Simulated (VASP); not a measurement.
# Ru (P6_3/mmc) in VASP: notebook

The runs below take Ru through single point, with PBE.

Everything below comes from runs of VASP 6.6.1. Logs are shortened: lines on timing, memory, paths and dates and some standing lists are left out, and cuts for length are marked.

## Step 1: The cell of the first run

The structure is hexagonal, space group P6_3/mmc (No. 194). Conventional cell: a = 2.720 Å, b = 2.720 Å, c = 4.490 Å, α = 90.00°, β = 90.00°, γ = 120.00°. Within 3.6 Å of Ru (site symmetry -6m2) lie 12 Ru at 2.72 to 2.74 Å.

## Step 2: Single point, PBE (strain +0.0450 x Voigt [0, 0, 1, 0, 0, 0])

The input, INCAR:

```
PREC     = Accurate       # precision mode
ENCUT    = 520            # plane-wave cutoff, eV
EDIFF    = 1E-6           # SCF threshold, eV
ISMEAR   = 0              # smearing method
SIGMA    = 0.15           # smearing width, eV
LREAL    = False          # projectors in reciprocal space
LASPH    = True           # aspherical terms in the spheres
NELM     = 100            # most SCF steps
ALGO     = Fast           # electronic algorithm
ISIF     = 2              # what is computed and relaxed
LWAVE    = False          # write WAVECAR
LCHARG   = True           # write CHGCAR
GGA      = PE             # functional
LELF     = True           # ELF
LVHAR    = True         
NBANDS   = 21             # bands
```

The input, KPOINTS:

```
Automatic mesh
0
Gamma
  24 24 14
```

The input, POSCAR:

```
Ru
1.0
    2.7200250908      0.0000000000      0.0000000000
   -1.3600125454      2.3556108275      0.0000000000
    0.0000000000      0.0000000000      4.4901241239
Ru
2
Direct
    0.3333333333      0.6666666667      0.2500000000
    0.6666666667      0.3333333333      0.7500000000
```

Potentials or basis: VASP PAW PBE potentials, release 64 (Ru_pv).

Launch:

```console
$ cat potpaw_PBE.64/Ru_pv/POTCAR > POTCAR
$ mpirun -np 1 vasp_std > vasp.out
```

OUTCAR:

```text
PREC = Accurate
   ENCUT = 520
   EDIFF = 1E-6
   ISMEAR = 0
   LREAL = False
   LASPH = True
   NELM = 100
   ISIF = 2
   GGA = PE

 ion  position               nearest neighbor table
   1  0.333  0.667  0.250-   2 2.74   2 2.74   2 2.74   2 2.74   2 2.74   2 2.74
   2  0.667  0.333  0.750-   1 2.74   1 2.74   1 2.74   1 2.74   1 2.74   1 2.74

  LATTYP: Found a hexagonal cell.
 ALAT       =     2.7200250908
 C/A-ratio  =     1.6507657003

  Lattice vectors:

 A1 = (   2.7200250908,   0.0000000000,   0.0000000000)
 A2 = (  -1.3600125454,   2.3556108275,   0.0000000000)
 A3 = (   0.0000000000,   0.0000000000,   4.4901241239)

Analysis of symmetry for initial positions (statically):
=====================================================================
 Subroutine PRICEL returns:
 Original cell was already a primitive cell.

 Routine SETGRP: Setting up the symmetry group for a
 hexagonal supercell.

 Subroutine GETGRP returns: Found 24 space group operations
 (whereof 12 operations were pure point group operations)
 out of a pool of 24 trial point group operations.

The static configuration has the point symmetry D_3d.
 The point group associated with its full space group is D_6h.

Analysis of symmetry for dynamics (positions and initial velocities):
=====================================================================
 Subroutine PRICEL returns:
 Original cell was already a primitive cell.

 Routine SETGRP: Setting up the symmetry group for a
 hexagonal supercell.

 Subroutine GETGRP returns: Found 24 space group operations
 (whereof 12 operations were pure point group operations)
 out of a pool of 24 trial point group operations.

The dynamic configuration has the point symmetry D_3d.
 The point group associated with its full space group is D_6h.

 Subroutine INISYM returns: Found 24 space group operations
 (whereof 12 operations are pure point group operations),
 and found     1 'primitive' translations

----------------------------------------------------------------------------------------

                                     Primitive cell

  volume of cell :      28.7697

  direct lattice vectors                    reciprocal lattice vectors
     2.720025091  0.000000000  0.000000000     0.367643667  0.212259170  0.000000000
    -1.360012545  2.355610828  0.000000000     0.000000000  0.424518341  0.000000000
     0.000000000  0.000000000  4.490124124     0.000000000  0.000000000  0.222710992

  length of vectors
     2.720025091  2.720025091  4.490124124     0.424518341  0.424518341  0.222710992

  position of ions in fractional coordinates (direct lattice)
     0.333333333  0.666666667  0.250000000
     0.666666667  0.333333333  0.750000000

  ion indices of the primitive-cell ions
   primitive index   ion index
                 1           1
                 2           2

----------------------------------------------------------------------------------------

 KPOINTS: Automatic mesh

Automatic generation of k-mesh.
 Grid dimensions read from file:
 generate k-points for:   24   24   14

 Generating k-lattice:

  Cartesian coordinates                     Fractional coordinates (reciprocal lattice)
     0.015318486  0.008844132  0.000000000     0.041666667  0.000000000  0.000000000
     0.000000000  0.017688264  0.000000000     0.000000000  0.041666667  0.000000000
     0.000000000  0.000000000  0.015907928     0.000000000  0.000000000  0.071428571

  Length of vectors
     0.017688264  0.017688264  0.015907928

  Shift w.r.t. Gamma in fractional coordinates (k-lattice)
     0.000000000  0.000000000  0.000000000

 Subroutine IBZKPT returns following result:
 ===========================================

 Found    488 irreducible k-points:

 Following reciprocal coordinates:
            Coordinates               Weight
  0.000000  0.000000  0.000000      1.000000
  0.041667  0.000000  0.000000      6.000000
  0.083333 -0.000000  0.000000      6.000000
  0.125000 -0.000000  0.000000      6.000000
  0.166667 -0.000000  0.000000      6.000000
  0.208333 -0.000000  0.000000      6.000000
[... 16 lines left out ...]
  0.416667  0.041667  0.000000     12.000000
  0.458333  0.041667  0.000000     12.000000
 [... further k-points ...]
   k-points           NKPTS =    488   k-points in BZ     NKDIM =    488   number of bands    NBANDS=     21
   number of dos      NEDOS =    301   number of ions     NIONS =      2
   total plane-waves  NPLWV =  14400
   dimension x,y,z NGX =    20 NGY =   20 NGZ =   36
   dimension x,y,z NGXF=    40 NGYF=   40 NGZF=   72
   ions per type =               2
   NGX,Y,Z   is equivalent  to a cutoff of  12.22, 12.22, 13.33 a.u.
   NGXF,Y,Z  is equivalent  to a cutoff of  24.45, 24.45, 26.66 a.u.
 SYSTEM =  unknown system
   PREC   = accura    normal or accurate (medium, high low for compatibility)
   ISTART =      0    job   : 0-new  1-cont  2-samecut
   ICHARG =      2    charge: 1-file 2-atom 10-const
   ISPIN  =      1    spin polarized calculation?
   LNONCOLLINEAR =      F non collinear calculations
   LSORBIT =      F    spin-orbit coupling
   LASPH  =      T    aspherical Exc in radial PAW
   ENCUT  =  520.0 eV  38.22 Ry    6.18 a.u.   5.06  5.06  8.35*2*pi/ulx,y,z
   NELM   =    100;   NELMIN=  2; NELMDL= -5     # of ELM steps
   EDIFF  = 0.1E-05   stopping-criterion for ELM
   LREAL  =      F    real-space projection
   EDIFFG = 0.1E-04   stopping-criterion for IOM
   NSW    =      0    number of steps for IOM
   IBRION =     -1    ionic relax: 0-MD 1-quasi-New 2-CG
   NFREE  =      0    steps in history (QN), initial steepest desc. (CG)
   ISIF   =      2    stress and relaxation
   ISYM   =      2    0-nonsym 1-usesym 2-fastsym
   POTIM  = 0.5000    time-step for ionic-motion
   TEBEG  =    0.0;   TEEND  =   0.0 temperature during run
   PSTRESS=    0.0 pullay stress
   NELECT =      28.0000    total number of electrons
   NUPDOWN=      -1.0000    fix difference up-down
   EMIN   =  10.00;   EMAX   =-10.00  energy-range for DOS
   EFERMI =   0.00;   METHOD = LEGACY
   ISMEAR =     0;   SIGMA  =   0.15  broadening in eV -4-tet -1-fermi 0-gaus
   EFERMI_NEDOS =   21; number of points for ismear=-14 and -15
   IALGO  =     68    algorithm
   IMIX   =      4    mixing-type and parameters
     AMIX     =   0.40;   BMIX     =  1.00
     AMIX_MAG =   1.60;   BMIX_MAG =  1.00
  volume/ion in A,a.u.               =      14.38        97.07
  Fermi-wavevector in a.u.,A,eV,Ry     =   1.622368  3.065830 35.811573  2.632076
  Thomas-Fermi vector in A             =   2.715992
   LORBIT       =      0    0 simple, 1 ext, 2 COOP (PROOUT), +10 PAW based schemes
   GGA     = PE    functional components
   LHFCALC =     F    Hartree Fock is set to
   AEXX    =    0.0000 exact exchange contribution
   IVDW    =     0    specifies the selected vdW correction
   LEPSILON=     F    determine dielectric tensor
   LRPA    =     F    only Hartree local field effects (RPA)
 non-spin polarized calculation
 RMM-DIIS sequential band-by-band and
 Gauss-broadening in eV      SIGMA  =   0.15
  energy-cutoff  :      520.00
  volume of cell :       28.77
 maximum number of plane-waves:       791
   NGX = 11   NGY = 11   NGZ = 17

 number of electron      28.0000004 magnetization

 Free energy of the ion-electron system (eV)
  ---------------------------------------------------
  ext. energy  EPLUGINS =         0.00000000
  ---------------------------------------------------
  free energy    TOTEN  =       -18.37600462 eV

  energy without entropy =      -18.35486550  energy(sigma->0) =      -18.36543506

 E-fermi :  11.8179     XC(G=0): -13.7640

 val. band max:       11.8164284464   @ k =   0.0833   0.0417   0.3571
 cond. band min:      11.8221968698   @ k =   0.3333   0.1667   0.2857
 fundamental gap:      0.0057684233
 Fermi energy:        11.8179421567

 k-point     1 :       0.0000    0.0000    0.0000
  band No.  band energies     occupation
      1     -31.5715      2.00000
      2     -30.8078      2.00000
      3     -30.8078      2.00000
      4     -30.7168      2.00000
      5     -30.6952      2.00000
      6     -30.6952      2.00000
[... 13 lines left out ...]
     20      22.3157      0.00000
     21      22.3180      0.00000

 k-point     2 :       0.0417    0.0000    0.0000
  band No.  band energies     occupation
      1     -31.5667      2.00000
      2     -30.8198      2.00000
      3     -30.8115      2.00000
      4     -30.7185      2.00000
      5     -30.7076      2.00000
      6     -30.6971      2.00000
[... 13 lines left out ...]
     20      22.3158      0.00000
     21      22.3175      0.00000

 k-point     3 :       0.0833   -0.0000    0.0000
  band No.  band energies     occupation
      1     -31.5523      2.00000
      2     -30.8550      2.00000
      3     -30.8224      2.00000
      4     -30.7439      2.00000
      5     -30.7236      2.00000
      6     -30.7029      2.00000
[... 13 lines left out ...]
     20      22.3157      0.00000
     21      22.3174      0.00000

 k-point     4 :       0.1250   -0.0000    0.0000
  band No.  band energies     occupation
      1     -31.5290      2.00000
      2     -30.9110      2.00000
      3     -30.8396      2.00000
      4     -30.8010      2.00000
      5     -30.7321      2.00000
      6     -30.7124      2.00000
[... 13 lines left out ...]
     20      22.3158      0.00000
     21      22.3173      0.00000

 k-point     5 :       0.1667   -0.0000    0.0000
  band No.  band energies     occupation
      1     -31.4976      2.00000
      2     -30.9840      2.00000
      3     -30.8744      2.00000
      4     -30.8614      2.00000
      5     -30.7443      2.00000
      6     -30.7250      2.00000
[... 13 lines left out ...]
     20      22.3157      0.00000
     21      22.3172      0.00000

 k-point     6 :       0.2083   -0.0000    0.0000
  band No.  band energies     occupation
      1     -31.4592      2.00000
      2     -31.0689      2.00000
      3     -30.9586      2.00000
      4     -30.8865      2.00000
      5     -30.7602      2.00000
      6     -30.7400      2.00000
[... 13 lines left out ...]
     20      22.3156      0.00000
     21      22.3170      0.00000

 k-point     7 :       0.2500   -0.0000    0.0000
  band No.  band energies     occupation
      1     -31.4154      2.00000
      2     -31.1598      2.00000
      3     -31.0474      2.00000
      4     -30.9129      2.00000
      5     -30.7798      2.00000
      6     -30.7564      2.00000
[... 13 lines left out ...]
     20      22.3156      0.00000
     21      22.3169      0.00000
[... 291 lines left out ...]
      1     -31.3409      2.00000
      2     -31.2927      2.00000
      3     -31.1792      2.00000
      4     -30.9546      2.00000
      5     -30.8172      2.00000
      6     -30.7880      2.00000
[... 13 lines left out ...]
     20      22.3159      0.00000
     21      23.6957      0.00000

 k-point    21 :       0.3333    0.0417    0.0000
  band No.  band energies     occupation
      1     -31.3708      2.00000
      2     -31.2927      2.00000
      3     -31.2512      2.00000
      4     -30.9783      2.00000
      5     -30.8444      2.00000
      6     -30.8033      2.00000
[... 13 lines left out ...]
     20      22.3132      0.00000
     21      22.5095      0.00000

 k-point    22 :       0.3750    0.0417    0.0000
  band No.  band energies     occupation
      1     -31.4343      2.00000
      2     -31.3095      2.00000
      3     -31.2476      2.00000
      4     -30.9974      2.00000
      5     -30.8722      2.00000
      6     -30.8158      2.00000
[... 13 lines left out ...]
     20      21.9639      0.00000
     21      22.3246      0.00000

 k-point    23 :       0.4167    0.0417    0.0000
  band No.  band energies     occupation
      1     -31.4792      2.00000
      2     -31.3504      2.00000
      3     -31.2108      2.00000
      4     -31.0108      2.00000
      5     -30.8970      2.00000
      6     -30.8248      2.00000
[... 13 lines left out ...]
     20      22.3937      0.00000
     21      25.0395      0.00000

 k-point    24 :       0.4583    0.0417    0.0000
  band No.  band energies     occupation
      1     -31.5023      2.00000
      2     -31.3714      2.00000
      3     -31.1890      2.00000
      4     -31.0177      2.00000
      5     -30.9124      2.00000
      6     -30.8294      2.00000
[... 13 lines left out ...]
     20      22.7826      0.00000
     21      24.7368      0.00000

 [... further k-points ...]

------------------------ aborting loop because EDIFF is reached ----------------------------------------

  FORCE on cell =-STRESS in cart. coord.  units (eV):
  Direction    XX          YY          ZZ          XY          YZ          ZX
  --------------------------------------------------------------------------------------
  -------------------------------------------------------------------------------------
  Total       -1.1130456     -1.1130456     -4.3594635     -0.0000000      0.0000000      0.0000000
  in kB      -61.9853068    -61.9853068   -242.7777220     -0.0000000      0.0000000      0.0000000
  external PRESSURE =    -122.2494452 kB  Pullay stress =       0.0000000 kB

 VOLUME and BASIS-vectors are now :
 -----------------------------------------------------------------------------
  energy-cutoff  :      520.00
  volume of cell :       28.77
      direct lattice vectors                 reciprocal lattice vectors
     2.720025091  0.000000000  0.000000000     0.367643667  0.212259170  0.000000000
    -1.360012545  2.355610828  0.000000000     0.000000000  0.424518341  0.000000000
     0.000000000  0.000000000  4.490124124     0.000000000  0.000000000  0.222710992

 POSITION                                       TOTAL-FORCE (eV/Angst)
 -----------------------------------------------------------------------------------
     -0.00000      1.57041      1.12253        -0.000000      0.000000      0.000000
      1.36001      0.78520      3.36759         0.000000     -0.000000      0.000000
 -----------------------------------------------------------------------------------
    total drift:                               -0.000000      0.000000     -0.000000

  FREE ENERGIE OF THE ION-ELECTRON SYSTEM (eV)
  ---------------------------------------------------
  free  energy   TOTEN  =       -18.3760046235 eV

  energy  without entropy=      -18.3548654985  energy(sigma->0) =      -18.36543506
```

Run time: 3 min. Hardware: 1 thread of Intel Xeon Platinum 8259CL at 2.50GHz (Skylake/Cascade Lake), shared host; peak memory 0.32 GiB.

Results:

- Free energy: -18.3760 eV
- Pressure: -12.2 GPa
- Band gap on the k mesh: zero (bands 14 and 15 overlap by 2.93 eV)

Stress tensor (GPa, compression positive):
```
 -6.20   0.00   0.00
  0.00  -6.20   0.00
  0.00   0.00 -24.28
```

Levels at points of the mesh, in eV from the Fermi level:
```
           k point  band 10  band 11  band 12  band 13  band 14  band 15  band 16  band 17  band 18  band 19
(0.00, 0.00, 0.00)    -2.35    -2.35    -1.82    -1.82    -0.98    -0.98     0.79     1.08     1.08     9.04
(0.50, 0.00, 0.00)    -2.48    -2.15    -1.60    -1.55     1.52     1.57     1.82     3.85     5.83    10.54
(0.00, 0.00, 0.50)    -2.74    -2.42    -2.42    -2.42    -2.42     0.47     0.47     0.47     0.47    10.50
(0.50, 0.00, 0.50)    -4.30    -0.83    -0.83     0.43     0.43     1.70     1.70     3.20     3.20     9.98
```

Caveat: the cell differs from its parent crystal (strain +0.0450 x Voigt [0, 0, 1, 0, 0, 0]); the cell stands under tension.

(Continued in part 2 of 2.)
